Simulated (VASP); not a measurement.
# Ni (P6_3/mmc) in VASP: notebook, part 2 of 2

VASP 6.6.1. The steps go on from the part before.

### Step 3. Single point, revPBE, collinear spin, ferromagnetic start (12.04 Å³/atom)

This run uses another cell than the first one, of 12.04 Å³/atom.

The input, INCAR:

```
PREC = Accurate
ENCUT = 520
EDIFF = 1E-6
ISMEAR = -1
SIGMA = 0.05
LREAL = False
LASPH = True
NELM = 150
ALGO = Normal
ISIF = 2
LWAVE = False
LCHARG = False
ISPIN = 2
MAGMOM = 0.696 0.696 0.705 0.705
LORBIT = 11
LMAXMIX = 4
GGA = RE
NBANDS = 32
```

The input, KPOINTS:

```
Automatic mesh
0
Gamma
  16 16 5
```

The input, POSCAR:

```
Ni
1.0
    2.5706203365      0.0000000000      0.0000000000
   -1.2853101683      2.2262225149      0.0000000000
    0.0000000000      0.0000000000      8.4140710653
Ni
4
Direct
    1.0000000000      0.0000000000      1.0000000000
    0.0000000000      0.0000000000      0.5000000000
    0.3333333333      0.6666666667      0.2500000000
    0.6666666667      0.3333333333      0.7500000000
```

Potentials or basis: VASP PAW PBE potentials, release 64 (Ni).

Launch:

```bash
> cat potpaw_PBE.64/Ni/POTCAR > POTCAR
> mpirun -np 1 vasp_std > vasp.out
```

OUTCAR:

```text
PREC = Accurate
   ENCUT = 520
   EDIFF = 1E-6
   ISMEAR = -1
   LREAL = False
   LASPH = True
   NELM = 150
   ISIF = 2
   ISPIN = 2
   LORBIT = 11
   GGA = RE

 ion  position               nearest neighbor table
   1  0.000  0.000  0.000-   3 2.57   4 2.57   4 2.57   3 2.57   4 2.57   3 2.57
   2  0.000  0.000  0.500-   3 2.57   4 2.57   4 2.57   3 2.57   4 2.57   3 2.57
   3  0.333  0.667  0.250-   1 2.57   2 2.57   1 2.57   2 2.57   1 2.57   2 2.57
   4  0.667  0.333  0.750-   1 2.57   2 2.57   1 2.57   2 2.57   1 2.57   2 2.57

  LATTYP: Found a hexagonal cell.
 ALAT       =     2.5706203365
 C/A-ratio  =     3.2731675486

  Lattice vectors:

 A1 = (   2.5706203365,   0.0000000000,   0.0000000000)
 A2 = (  -1.2853101683,   2.2262225149,   0.0000000000)
 A3 = (   0.0000000000,   0.0000000000,   8.4140710653)

Analysis of symmetry for initial positions (statically):
=====================================================================
 Subroutine PRICEL returns:
 Original cell was already a primitive cell.
[... 1887 lines left out ...]

  FORCE on cell =-STRESS in cart. coord.  units (eV):
  Direction    XX          YY          ZZ          XY          YZ          ZX
  --------------------------------------------------------------------------------------
  -------------------------------------------------------------------------------------
  Total       -3.4490692     -3.4490692     -3.4208880      0.0000000      0.0000000      0.0000000
  in kB     -114.7624492   -114.7624492   -113.8247615      0.0000000      0.0000000      0.0000000
  external PRESSURE =    -114.4498866 kB  Pullay stress =       0.0000000 kB

 VOLUME and BASIS-vectors are now :
 -----------------------------------------------------------------------------
  energy-cutoff  :      520.00
  volume of cell :       48.15
      direct lattice vectors                 reciprocal lattice vectors
     2.570620337  0.000000000  0.000000000     0.389011160  0.224595698  0.000000000
    -1.285310168  2.226222515  0.000000000     0.000000000  0.449191396  0.000000000
     0.000000000  0.000000000  8.414071065     0.000000000  0.000000000  0.118848533

 POSITION                                       TOTAL-FORCE (eV/Angst)
 -----------------------------------------------------------------------------------
      0.00000      0.00000      0.00000        -0.000000      0.000000     -0.000000
      0.00000      0.00000      4.20704         0.000000      0.000000     -0.000000
     -0.00000      1.48415      2.10352         0.000000      0.000000      0.000000
      1.28531      0.74207      6.31055        -0.000000     -0.000000     -0.000000
 -----------------------------------------------------------------------------------
    total drift:                                0.000000     -0.000000      0.000000

  FREE ENERGIE OF THE ION-ELECTRON SYSTEM (eV)
  ---------------------------------------------------
  free  energy   TOTEN  =       -20.0903537612 eV

  energy  without entropy=      -20.0204794915  energy(sigma->0) =      -20.05541663

 total charge

# of ion       s       p       d       tot
------------------------------------------
    1        0.456   0.413   8.275   9.143
    2        0.456   0.413   8.275   9.143
    3        0.456   0.415   8.273   9.143
    4        0.456   0.415   8.273   9.143
--------------------------------------------------
tot          1.822   1.655  33.095  36.572

 magnetization (x)

# of ion       s       p       d       tot
------------------------------------------
    1       -0.006  -0.026   0.709   0.677
    2       -0.006  -0.026   0.709   0.677
    3       -0.006  -0.026   0.719   0.687
    4       -0.006  -0.026   0.719   0.687
--------------------------------------------------
tot         -0.025  -0.103   2.855   2.727
```

OSZICAR:

```text
N       E                     dE             d eps       ncg     rms          rms(c)
DAV:   1     0.253288898554E+03    0.25329E+03   -0.17218E+04 11808   0.172E+03
DAV:   2    -0.722873558699E+01   -0.26052E+03   -0.24601E+03 11528   0.317E+02
DAV:   3    -0.235413826181E+02   -0.16313E+02   -0.15562E+02 13328   0.102E+02
DAV:   4    -0.238172438474E+02   -0.27586E+00   -0.27554E+00 13096   0.136E+01
DAV:   5    -0.238266587449E+02   -0.94149E-02   -0.94142E-02 14720   0.196E+00    0.180E+01
DAV:   6    -0.217238555671E+02    0.21028E+01   -0.25480E+01 13120   0.757E+01    0.138E+01
DAV:   7    -0.201355970262E+02    0.15883E+01   -0.52855E+00 13112   0.330E+01    0.394E+00
DAV:   8    -0.210878064189E+02   -0.95221E+00   -0.43697E+00 14464   0.391E+01    0.155E+01
DAV:   9    -0.200937481584E+02    0.99406E+00   -0.19829E+00 14192   0.307E+01    0.184E+00
DAV:  10    -0.200915405147E+02    0.22076E-02   -0.77070E-02 14152   0.282E+00    0.545E-01
DAV:  11    -0.200906139134E+02    0.92660E-03   -0.83292E-03 14216   0.811E-01    0.291E-01
DAV:  12    -0.200904152079E+02    0.19871E-03   -0.74959E-04 13592   0.373E-01    0.152E-01
DAV:  13    -0.200903205231E+02    0.94685E-04   -0.21971E-04 20136   0.202E-01    0.492E-02
DAV:  14    -0.200903458253E+02   -0.25302E-04   -0.62236E-05 15896   0.931E-02    0.290E-02
DAV:  15    -0.200903506025E+02   -0.47772E-05   -0.31687E-05 14960   0.893E-02    0.129E-02
DAV:  16    -0.200903529960E+02   -0.23935E-05   -0.36243E-06 11032   0.247E-02    0.723E-03
DAV:  17    -0.200903537612E+02   -0.76521E-06   -0.12958E-06  7216   0.164E-02
   1 F= -.20090354E+02 E0= -.20055417E+02  d E =-.698743E-01  mag=     2.6354
```

It took 7.8 min on 1 thread of Intel Xeon 8259CL, shared host; peak memory 0.31 GiB.

Results:

* Free energy: -20.0904 eV
* Pressure: -11.4 GPa
* Net moment: 2.64 μB per cell
* Site moments: Ni +0.68, +0.69 (each value once) μB
* Valence electrons inside the program's atomic spheres: Ni 9.14

Levels at points of the mesh, in eV from the Fermi level:
Spin up:
| k point | band 19 | band 20 | band 21 | band 22 | band 23 | band 24 |
| --- | --- | --- | --- | --- | --- | --- |
| (0.00, 0.00, 0.00) | -1.16 | -0.98 | -0.98 | -0.70 | -0.70 | -0.14 |
| (0.50, 0.00, 0.00) | -0.60 | -0.58 | 0.30 | 1.33 | 2.02 | 2.56 |
Spin down:
```tsv
k point	band 15	band 16	band 17	band 18	band 19	band 20	band 21	band 22
(0.00, 0.00, 0.00)	-1.22	-0.75	-0.75	-0.47	-0.47	-0.25	-0.25	-0.24
(0.50, 0.00, 0.00)	0.14	0.15	0.19	0.26	0.28	0.31	0.36	1.29
```

Caveat: the cell stands under tension; the PAW data sets were made with another functional, which shifts forces and pressure a little.
